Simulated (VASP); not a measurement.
A run of VASP 6.6.1 is set up as follows.

INCAR

```
SYSTEM = Ni3Ge
PREC = Accurate
ENCUT = 600
EDIFF = 1E-6
ISMEAR = -1
SIGMA = 0.15
LREAL = .FALSE.
LASPH = .TRUE.
NELM = 100
ALGO = Fast
ISIF = 3
LWAVE = .FALSE.
LCHARG = .FALSE.
IBRION = 2
NSW = 80
EDIFFG = -0.001
```

The input KPOINTS:

```
Automatic mesh
0
G
  12 12 12
  0 0 0
```

The input POSCAR:

```
Ni3Ge
1.0
    3.4888166858      0.0000000000      0.0000000000
    0.0000000000      3.4888166858      0.0000000000
    0.0000000000      0.0000000000      3.4888166858
Ni Ge
3 1
Direct
    0.5000000000      0.0000000000      0.5000000000
    0.0000000000      0.5000000000      0.5000000000
    0.5000000000      0.5000000000      0.0000000000
    0.0000000000      0.0000000000      0.0000000000
```

Potentials or basis: VASP PAW LDA potentials, release 64 (Ni, Ge_d).

Launch:

```bash
$ cat potpaw_LDA.64/Ni/POTCAR potpaw_LDA.64/Ge_d/POTCAR > POTCAR
$ mpirun -np 1 vasp_std > vasp.out
```

Task: What does it give for the space group after relaxing (to 0.1 Å)?

Result: Pm-3m (No. 221).

Task: What does it give for the relaxed volume?

Result: 10.65 Å³/atom.

Task: Estimate the relaxed cell.

Result: a = 3.492 Å, b = 3.492 Å, c = 3.492 Å, α = 90.00°, β = 90.00°, γ = 90.00°.

Step by step:
```tsv
step	energy change (eV)	largest force (eV/Å)	pressure (GPa)	volume (Å³)
1	0.0000	0.0000	0.81	42.47
2	0.0004	0.0000	-0.99	42.79
3	-0.0003	0.0000	0.12	42.58
4	-0.0003	0.0000	-0.10	42.61
5	-0.0003	0.0000	0.02	42.59
6	-0.0003	0.0000	-0.05	42.60
7	-0.0003	0.0000	0.04	42.58
8	-0.0003	0.0000	-0.03	42.59
9	-0.0003	0.0000	0.05	42.58
10	-0.0003	0.0000	0.06	42.59
11	-0.0003	0.0000	-0.16	42.59
12	-0.0003	0.0000	0.11	42.59
13	-0.0003	0.0000	-0.02	42.59
14	-0.0003	0.0000	0.05	42.58
15	-0.0003	0.0000	0.01	42.59
```

Spin polarisation is off, so any magnetic state and its effect on volume and gap are missing.
